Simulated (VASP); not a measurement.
# Ba2C (Fm-3m) in VASP: notebook, part 2 of 2

VASP 6.6.1.

## 4. Single point, r2SCAN (volume changed by -6%)

POSCAR

```
Ba2C
1.0
    0.0000000000      3.4350646621      3.4350646621
    3.4350646621      0.0000000000      3.4350646621
    3.4350646621      3.4350646621      0.0000000000
C Ba
1 2
Direct
    0.0000000000      0.0000000000      0.0000000000
    0.2500000000      0.2500000000      0.2500000000
    0.7500000000      0.7500000000      0.7500000000
```

INCAR.step1

```
SYSTEM = Ba2C
ALGO = Normal
EDIFF = 1E-4
ENCUT = 520
GGA = PE
ISMEAR = -1
LASPH = .TRUE.
LCHARG = .FALSE.
LREAL = .FALSE.
LWAVE = .TRUE.
NBANDS = 19
NELM = 60
PREC = Accurate
SIGMA = 0.02
```

INCAR.step2

```
SYSTEM = Ba2C
ALGO = Normal
EDIFF = 1E-6
ENCUT = 520
ISIF = 2
ISMEAR = -1
ISTART = 1
LASPH = .TRUE.
LCHARG = .FALSE.
LMIXTAU = .TRUE.
LREAL = .FALSE.
LWAVE = .FALSE.
METAGGA = R2SCAN
NBANDS = 19
NELM = 60
PREC = Accurate
SIGMA = 0.02
```

KPOINTS

```
k-points
0
G
  6 6 6
  0 0 0
```

Command:

```
$ cat potpaw_PBE.64/C/POTCAR potpaw_PBE.64/Ba_sv/POTCAR > POTCAR
$ cp INCAR.step1 INCAR
$ mpirun -np 1 vasp_std > vasp.out
$ cp INCAR.step2 INCAR
$ mpirun -np 1 vasp_std > vasp.out
```

It took 68 s on 1 thread of Intel Xeon Platinum 8375C at 2.90GHz (Ice Lake), shared host; peak memory 0.22 GiB.

It converged, with:

```
Free energy            : -60.8124 eV
Pressure               : 4.3 GPa
Band gap on the k mesh : zero (filled and empty bands touch)
```

Levels at points of the mesh, in eV from the Fermi level:
| k point | band 10 | band 11 | band 12 | band 13 | band 14 | band 15 |
| --- | --- | --- | --- | --- | --- | --- |
| (0.00, 0.00, 0.00) | -2.28 | -2.28 | -2.28 | 0.27 | 0.27 | 0.49 |
| (0.50, 0.00, 0.00) | -0.93 | -0.93 | -0.63 | 1.32 | 2.48 | 2.48 |
| (0.50, 0.50, 0.00) | -1.68 | -0.17 | 0.01 | 0.01 | 1.31 | 2.09 |

Caveat: the cell differs from its parent crystal (volume changed by -6%); the PAW data sets were made with another functional, which shifts forces and pressure a little; spin-orbit coupling is left out, which moves the levels of the heavy elements.

## 5. Single point, r2SCAN (volume changed by -3%)

POSCAR

```
Ba2C
1.0
    0.0000000000      3.4712258949      3.4712258949
    3.4712258949      0.0000000000      3.4712258949
    3.4712258949      3.4712258949      0.0000000000
C Ba
1 2
Direct
    0.0000000000      0.0000000000      0.0000000000
    0.2500000000      0.2500000000      0.2500000000
    0.7500000000      0.7500000000      0.7500000000
```

INCAR.step1

```
ALGO = Normal
EDIFF = 1E-4
ENCUT = 520
GGA = PE
ISMEAR = -1
LASPH = True
LCHARG = False
LREAL = False
LWAVE = True
NBANDS = 19
NELM = 100
PREC = Accurate
SIGMA = 0.02
```

INCAR.step2

```
ALGO = Normal
EDIFF = 1E-6
ENCUT = 520
ISIF = 2
ISMEAR = -1
ISTART = 1
LASPH = True
LCHARG = False
LMIXTAU = True
LREAL = False
LWAVE = False
METAGGA = R2SCAN
NBANDS = 19
NELM = 100
PREC = Accurate
SIGMA = 0.02
```

KPOINTS

```
k-points
0
Gamma
  6 6 6
```

Command:

```
$ cat potpaw_PBE.64/C/POTCAR potpaw_PBE.64/Ba_sv/POTCAR > POTCAR
$ cp INCAR.step1 INCAR
$ mpirun -np 1 vasp_std > vasp.out
$ cp INCAR.step2 INCAR
$ mpirun -np 1 vasp_std > vasp.out
```

Wall time 87 s (1 thread of Intel Xeon Platinum 8375C at 2.90GHz (Ice Lake), shared host); peak memory 0.26 GiB.

It converged, with:

```
Free energy            : -60.8688 eV
Pressure               : 2.7 GPa
Band gap on the k mesh : zero (filled and empty bands touch)
```

Levels at points of the mesh, in eV from the Fermi level:
```
           k point  band 8  band 9  band 10  band 11  band 12  band 13  band 14  band 15  band 16  band 17
(0.00, 0.00, 0.00)  -13.21   -8.79    -2.17    -2.17    -2.17     0.32     0.32     0.41     4.94     4.94
(0.50, 0.00, 0.00)  -13.96   -8.16    -0.88    -0.88    -0.68     1.33     2.45     2.45     4.27     4.27
(0.50, 0.50, 0.00)  -12.77   -8.30    -1.67    -0.17     0.01     0.01     1.33     2.04     4.70     4.70
```

Caveat: the cell differs from its parent crystal (volume changed by -3%); the PAW data sets were made with another functional, which shifts forces and pressure a little; spin-orbit coupling is left out, which moves the levels of the heavy elements.

## 6. Single point, r2SCAN

This run uses another cell than the first one, of 28.75 Å³/atom, 0.963 times its volume.

POSCAR

```
Ba2C
1.0
    0.0000000000      3.5066490138      3.5066490138
    3.5066490138      0.0000000000      3.5066490138
    3.5066490138      3.5066490138      0.0000000000
C Ba
1 2
Direct
    0.0000000000      0.0000000000      0.0000000000
    0.2500000000      0.2500000000      0.2500000000
    0.7500000000      0.7500000000      0.7500000000
```

INCAR.step1

```
SYSTEM = Ba2C
  PREC = Accurate
  ENCUT = 520
  ISMEAR = -1
  SIGMA = 0.02
  LREAL = .False.
  LASPH = .True.
  NELM = 80
  NBANDS = 19
  GGA = PE
  ALGO = Normal
  EDIFF = 1E-4
  LWAVE = .True.
  LCHARG = .False.
```

INCAR.step2

```
SYSTEM = Ba2C
  PREC = Accurate
  ENCUT = 520
  EDIFF = 1E-6
  ISMEAR = -1
  SIGMA = 0.02
  LREAL = .False.
  LASPH = .True.
  NELM = 80
  ALGO = Normal
  ISIF = 2
  LWAVE = .False.
  LCHARG = .False.
  METAGGA = R2SCAN
  LMIXTAU = .True.
  NBANDS = 19
  ISTART = 1
```

KPOINTS

```
Automatic mesh
0
Gamma
  6 6 6
  0 0 0
```

Potentials or basis: VASP PAW PBE potentials, release 64 (C, Ba_sv).

Command:

```
$ cat potpaw_PBE.64/C/POTCAR potpaw_PBE.64/Ba_sv/POTCAR > POTCAR
$ cp INCAR.step1 INCAR
$ mpirun -np 1 vasp_std > vasp.out
$ cp INCAR.step2 INCAR
$ mpirun -np 1 vasp_std > vasp.out
```

OUTCAR:

```text
SYSTEM = Ba2C
   PREC = Accurate
   ENCUT = 520
   EDIFF = 1E-6
   ISMEAR = -1
   LREAL = .False.
   LASPH = .True.
   NELM = 80
   ISIF = 2
   METAGGA = R2SCAN
   ISTART = 1

 ion  position               nearest neighbor table
   1  0.000  0.000  0.000-   3 3.04   3 3.04   3 3.04   2 3.04   3 3.04   2 3.04   2 3.04   2 3.04

   2  0.250  0.250  0.250-   1 3.04   1 3.04   1 3.04   1 3.04   3 3.51   3 3.51   3 3.51   3 3.51
                             3 3.51   3 3.51
   3  0.750  0.750  0.750-   1 3.04   1 3.04   1 3.04   1 3.04   2 3.51   2 3.51   2 3.51   2 3.51
                             2 3.51   2 3.51
[... 539 lines left out ...]
  Direction    XX          YY          ZZ          XY          YZ          ZX
  --------------------------------------------------------------------------------------
  -------------------------------------------------------------------------------------
  Total        0.7244720      0.7244720      0.7244720      0.0000000     -0.0000000      0.0000000
  in kB       13.4593871     13.4593871     13.4593871      0.0000000     -0.0000000      0.0000000
  external PRESSURE =      13.4593871 kB  Pullay stress =       0.0000000 kB

 VOLUME and BASIS-vectors are now :
 -----------------------------------------------------------------------------
  energy-cutoff  :      520.00
  volume of cell :       86.24
      direct lattice vectors                 reciprocal lattice vectors
     0.000000000  3.506649014  3.506649014    -0.142586269  0.142586269  0.142586269
     3.506649014  0.000000000  3.506649014     0.142586269 -0.142586269  0.142586269
     3.506649014  3.506649014  0.000000000     0.142586269  0.142586269 -0.142586269

 POSITION                                       TOTAL-FORCE (eV/Angst)
 -----------------------------------------------------------------------------------
      0.00000      0.00000      0.00000        -0.000000      0.000000      0.000000
      1.75332      1.75332      1.75332         0.000000     -0.000000     -0.000000
      5.25997      5.25997      5.25997        -0.000000     -0.000000      0.000000
 -----------------------------------------------------------------------------------
    total drift:                                0.000000     -0.000000      0.000000

  FREE ENERGIE OF THE ION-ELECTRON SYSTEM (eV)
  ---------------------------------------------------
  free  energy   TOTEN  =       -60.9011918007 eV

  energy  without entropy=      -60.8997900504  energy(sigma->0) =      -60.90049093
```

Run time: 94 s. Hardware: 1 thread of Intel Xeon Platinum 8375C at 2.90GHz (Ice Lake), shared host; peak memory 0.26 GiB.

What came out:

| Item | Value |
| --- | --- |
| Free energy | -60.9012 eV |
| Pressure | 1.3 GPa |
| Band gap on the k mesh | zero (filled and empty bands touch) |

Caveat: the PAW data sets were made with another functional, which shifts forces and pressure a little; spin-orbit coupling is left out, which moves the levels of the heavy elements.

## 7. Summary

```csv
level,cell,gap on the mesh (eV),pressure (GPa)
PBE,"a = 5.023 Å, angles 60.0°, 3 atoms",none,0.2
PBE,"a = 5.071 Å, angles 60.0°, 3 atoms",none,-0.7
r2SCAN,"a = 4.858 Å, angles 60.0°, 3 atoms",none,4.3
r2SCAN,"a = 4.909 Å, angles 60.0°, 3 atoms",none,2.7
r2SCAN,"a = 4.959 Å, angles 60.0°, 3 atoms",none,1.3
```

Alike in all rows: task single point; potentials or basis VASP PAW PBE potentials, release 64 (C, Ba_sv); no spin polarisation; k mesh 6 × 6 × 6; cutoff (eV) 520; smearing fermi-dirac 0.02 eV.

Caveats: spin-orbit coupling is left out, which moves the levels of the heavy elements; the PAW data sets were made with another functional, which shifts forces and pressure a little (some runs).

Absolute energies hang on the potentials; compare differences alone.
